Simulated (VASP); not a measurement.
# Mo (Im-3m) in VASP: a series of runs

Runs on Mo. Level: PBEsol. Tasks: single point.

Everything below comes from runs of VASP 6.6.1. Logs are shortened: lines on timing, memory, paths and dates and some standing lists are left out, and cuts for length are marked.

**1. The cell of the first run**

Symmetry: Im-3m, No. 229, cubic system. The conventional cell has a = 3.089 Å, b = 3.089 Å, c = 3.089 Å, α = 90.00°, β = 90.00°, γ = 90.00°. Within 3.5 Å of Mo (site symmetry m-3m) lie 14 Mo at 2.68 to 3.09 Å.

**2. Single point, PBEsol (volume scaled by 0.96)**

Input file INCAR:

```
SYSTEM = Mo
ALGO = Normal
EDIFF = 1E-6
ENCUT = 520
GGA = PS
ISIF = 2
ISMEAR = -1
LASPH = .TRUE.
LCHARG = .FALSE.
LREAL = .FALSE.
LWAVE = .FALSE.
NBANDS = 13
NELM = 100
PREC = Accurate
SIGMA = 0.1
```

Input file KPOINTS:

```
k-points
0
G
  23 23 23
  0 0 0
```

Input file POSCAR:

```
Mo
1.0
   -1.5446334970      1.5446334970      1.5446334970
    1.5446334970     -1.5446334970      1.5446334970
    1.5446334970      1.5446334970     -1.5446334970
Mo
1
Direct
    0.0000000000      0.0000000000      0.0000000000
```

Potentials or basis: VASP PAW PBE potentials, release 64 (Mo_sv).

Launch:

```console
> cat potpaw_PBE.64/Mo_sv/POTCAR > POTCAR
> mpirun -np 1 vasp_std > vasp.out
```

OUTCAR:

```text
SYSTEM = Mo
   EDIFF = 1E-6
   ENCUT = 520
   GGA = PS
   ISIF = 2
   ISMEAR = -1
   LASPH = .TRUE.
   LREAL = .FALSE.
   NELM = 100
   PREC = Accurate

 ion  position               nearest neighbor table
   1  0.000  0.000  0.000-

  LATTYP: Found a body centered cubic cell.
 ALAT       =     3.0892669940

  Lattice vectors:

 A1 = (  -1.5446334970,   1.5446334970,   1.5446334970)
 A2 = (   1.5446334970,  -1.5446334970,   1.5446334970)
 A3 = (   1.5446334970,   1.5446334970,  -1.5446334970)

Analysis of symmetry for initial positions (statically):
=====================================================================
 Subroutine PRICEL returns:
 Original cell was already a primitive cell.

 Routine SETGRP: Setting up the symmetry group for a
 body centered cubic supercell.

 Subroutine GETGRP returns: Found 48 space group operations
 (whereof 48 operations were pure point group operations)
 out of a pool of 48 trial point group operations.

The static configuration has the point symmetry O_h .

Analysis of symmetry for dynamics (positions and initial velocities):
=====================================================================
 Subroutine PRICEL returns:
 Original cell was already a primitive cell.

 Routine SETGRP: Setting up the symmetry group for a
 body centered cubic supercell.

 Subroutine GETGRP returns: Found 48 space group operations
 (whereof 48 operations were pure point group operations)
 out of a pool of 48 trial point group operations.

The dynamic configuration has the point symmetry O_h .

 Subroutine INISYM returns: Found 48 space group operations
 (whereof 48 operations are pure point group operations),
 and found     1 'primitive' translations

----------------------------------------------------------------------------------------

                                     Primitive cell

  volume of cell :      14.7413

  direct lattice vectors                    reciprocal lattice vectors
    -1.544633497  1.544633497  1.544633497     0.000000000  0.323701384  0.323701384
     1.544633497 -1.544633497  1.544633497     0.323701384  0.000000000  0.323701384
     1.544633497  1.544633497 -1.544633497     0.323701384  0.323701384  0.000000000

  length of vectors
     2.675383696  2.675383696  2.675383696     0.457782887  0.457782887  0.457782887

  position of ions in fractional coordinates (direct lattice)
     0.000000000  0.000000000  0.000000000
[... 76 lines left out ...]
   EDIFF  = 0.1E-05   stopping-criterion for ELM
   LREAL  =      F    real-space projection
   EDIFFG = 0.1E-04   stopping-criterion for IOM
   NSW    =      0    number of steps for IOM
   IBRION =     -1    ionic relax: 0-MD 1-quasi-New 2-CG
   NFREE  =      0    steps in history (QN), initial steepest desc. (CG)
   ISIF   =      2    stress and relaxation
   ISYM   =      2    0-nonsym 1-usesym 2-fastsym
   POTIM  = 0.5000    time-step for ionic-motion
   TEBEG  =    0.0;   TEEND  =   0.0 temperature during run
   PSTRESS=    0.0 pullay stress
   NELECT =      14.0000    total number of electrons
   NUPDOWN=      -1.0000    fix difference up-down
   EMIN   =  10.00;   EMAX   =-10.00  energy-range for DOS
   EFERMI =   0.00;   METHOD = LEGACY
   ISMEAR =    -1;   SIGMA  =   0.10  broadening in eV -4-tet -1-fermi 0-gaus
   EFERMI_NEDOS =   21; number of points for ismear=-14 and -15
   IALGO  =     38    algorithm
   IMIX   =      4    mixing-type and parameters
     AMIX     =   0.40;   BMIX     =  1.00
     AMIX_MAG =   1.60;   BMIX_MAG =  1.00
  volume/ion in A,a.u.               =      14.74        99.48
  Fermi-wavevector in a.u.,A,eV,Ry     =   1.609183  3.040915 35.231871  2.589469
  Thomas-Fermi vector in A             =   2.704934
   LORBIT       =      0    0 simple, 1 ext, 2 COOP (PROOUT), +10 PAW based schemes
   GGA     = PS    functional components
   LHFCALC =     F    Hartree Fock is set to
   AEXX    =    0.0000 exact exchange contribution
   IVDW    =     0    specifies the selected vdW correction
   LEPSILON=     F    determine dielectric tensor
   LRPA    =     F    only Hartree local field effects (RPA)
 non-spin polarized calculation
  energy-cutoff  :      520.00
  volume of cell :       14.74
 maximum number of plane-waves:       410
   NGX =  9   NGY =  9   NGZ =  9

 number of electron      13.9999997 magnetization

 Free energy of the ion-electron system (eV)
  ---------------------------------------------------
  ext. energy  EPLUGINS =         0.00000000
  ---------------------------------------------------
  free energy    TOTEN  =       -11.76590081 eV

  energy without entropy =      -11.74698423  energy(sigma->0) =      -11.75644252

 E-fermi :  13.4342     XC(G=0): -13.8628

 val. band max:       13.4072861964   @ k =  -0.2174   0.2609   0.0870
 cond. band min:      13.4345807223   @ k =  -0.3913   0.3913   0.0435
 fundamental gap:      0.0272945259
 Fermi energy:        13.4341626607

 k-point     1 :       0.0000    0.0000    0.0000
  band No.  band energies     occupation
      1     -47.7777      2.00000
      2     -20.9150      2.00000
      3     -20.9150      2.00000
      4     -20.9150      2.00000
      5       5.9622      2.00000
      6      11.9454      2.00000
      7      11.9454      2.00000
      8      11.9454      2.00000
      9      15.1855      0.00000
     10      15.1855      0.00000
     11      28.3186      0.00000
     12      28.3186      0.00000
     13      28.3186      0.00000
[... 354 lines left out ...]
  band No.  band energies     occupation
      1     -47.7092      2.00000
      2     -21.2892      2.00000
      3     -21.0008      2.00000
      4     -20.9484      2.00000
      5       6.9589      2.00000
      6      11.4902      2.00000
      7      11.6175      2.00000
      8      13.0222      1.96802
      9      14.4983      0.00005
     10      15.2988      0.00000
     11      29.0862      0.00000
     12      29.8639      0.00000
     13      30.0939      0.00000

 [... further k-points ...]
[... 5 lines left out ...]
  --------------------------------------------------------------------------------------
  -------------------------------------------------------------------------------------
  Total        1.1535875      1.1535875      1.1535875      0.0000000     -0.0000000      0.0000000
  in kB      125.3789944    125.3789944    125.3789944      0.0000000     -0.0000000      0.0000000
  external PRESSURE =     125.3789944 kB  Pullay stress =       0.0000000 kB

 VOLUME and BASIS-vectors are now :
 -----------------------------------------------------------------------------
  energy-cutoff  :      520.00
  volume of cell :       14.74
      direct lattice vectors                 reciprocal lattice vectors
    -1.544633497  1.544633497  1.544633497     0.000000000  0.323701384  0.323701384
     1.544633497 -1.544633497  1.544633497     0.323701384  0.000000000  0.323701384
     1.544633497  1.544633497 -1.544633497     0.323701384  0.323701384  0.000000000

 POSITION                                       TOTAL-FORCE (eV/Angst)
 -----------------------------------------------------------------------------------
      0.00000      0.00000      0.00000        -0.000000      0.000000     -0.000000
 -----------------------------------------------------------------------------------
    total drift:                                0.000000     -0.000000      0.000000

  FREE ENERGIE OF THE ION-ELECTRON SYSTEM (eV)
  ---------------------------------------------------
  free  energy   TOTEN  =       -11.7659008115 eV

  energy  without entropy=      -11.7469842301  energy(sigma->0) =      -11.75644252
```

OSZICAR:

```text
N       E                     dE             d eps       ncg     rms          rms(c)
DAV:   1     0.915327736264E+02    0.91533E+02   -0.80872E+03  9562   0.111E+03
DAV:   2    -0.113334029137E+02   -0.10287E+03   -0.98993E+02 10834   0.313E+02
DAV:   3    -0.124732487762E+02   -0.11398E+01   -0.11372E+01 10629   0.328E+01
DAV:   4    -0.124757423951E+02   -0.24936E-02   -0.24936E-02 10614   0.186E+00
DAV:   5    -0.124757573178E+02   -0.14923E-04   -0.14924E-04 10784   0.128E-01    0.181E+01
DAV:   6    -0.118674508396E+02    0.60831E+00   -0.70183E-01  9769   0.104E+01    0.538E+00
DAV:   7    -0.117715719002E+02    0.95879E-01   -0.15516E-01 10519   0.465E+00    0.866E-01
DAV:   8    -0.117658985409E+02    0.56734E-02   -0.40041E-03  9804   0.814E-01    0.178E-01
DAV:   9    -0.117658941971E+02    0.43438E-05   -0.82567E-05 11184   0.110E-01    0.850E-02
DAV:  10    -0.117659005565E+02   -0.63594E-05   -0.93249E-06  9864   0.366E-02    0.562E-03
DAV:  11    -0.117659008115E+02   -0.25491E-06   -0.91444E-08  5317   0.335E-03
   1 F= -.11765901E+02 E0= -.11756443E+02  d E =-.189166E-01
```

Wall time 41 s (1 thread of Intel Xeon Platinum 8488C (Sapphire Rapids), shared host); peak memory 0.17 GiB.

Results:

| Quantity | Value |
| --- | --- |
| Free energy | -11.7659 eV |
| Pressure | 12.5 GPa |
| Band gap on the k mesh | zero (band 7 reaches 17.64 eV, above the bottom of band 8 at 11.95 eV) |

Levels at points of the mesh, in eV from the Fermi level:
| k point | band 4 | band 5 | band 6 | band 7 | band 8 | band 9 | band 10 | band 11 |
| --- | --- | --- | --- | --- | --- | --- | --- | --- |
| (0.00, 0.00, 0.00) | -34.35 | -7.47 | -1.49 | -1.49 | -1.49 | 1.75 | 1.75 | 14.88 |

Caveat: the cell differs from its parent crystal (volume scaled by 0.96); the PAW data sets were made with another functional, which shifts forces and pressure a little.

**3. Single point, PBEsol**

This run uses another cell than the first one, of 15.36 Å³/atom, 1.042 times its volume.

Input file INCAR:

```
SYSTEM = Mo
  PREC = Accurate
  ENCUT = 520
  EDIFF = 1E-6
  ISMEAR = -1
  SIGMA = 0.1
  LREAL = .False.
  LASPH = .True.
  NELM = 80
  ALGO = Normal
  ISIF = 2
  LWAVE = .False.
  LCHARG = .True.
  GGA = PS
  LELF = .True.
  LVHAR = .True.
  NBANDS = 13
```

Input file KPOINTS:

```
Automatic mesh
0
Gamma
  23 23 23
  0 0 0
```

Input file POSCAR:

```
Mo
1.0
   -1.5657954897      1.5657954897      1.5657954897
    1.5657954897     -1.5657954897      1.5657954897
    1.5657954897      1.5657954897     -1.5657954897
Mo
1
Direct
    0.0000000000      0.0000000000      0.0000000000
```

Potentials or basis: VASP PAW PBE potentials, release 64 (Mo_sv).

Launch:

```console
> cat potpaw_PBE.64/Mo_sv/POTCAR > POTCAR
> mpirun -np 1 vasp_std > vasp.out
```

It took 42 s on 1 thread of Intel Xeon Platinum 8488C (Sapphire Rapids), shared host; peak memory 0.18 GiB.

The run converged. Its results:

```
Free energy            : -11.7896 eV
Pressure               : 0.1 GPa
Band gap on the k mesh : zero (band 7 reaches 16.73 eV, above the bottom of band 8 at 11.35 eV)
```

Levels at points of the mesh, in eV from the Fermi level:
```
           k point  band 3  band 4  band 5  band 6  band 7  band 8  band 9  band 10  band 11  band 12
(0.00, 0.00, 0.00)  -34.43  -34.43   -7.34   -1.39   -1.39   -1.39    1.69     1.69    14.84    14.84
```

Caveat: the PAW data sets were made with another functional, which shifts forces and pressure a little.
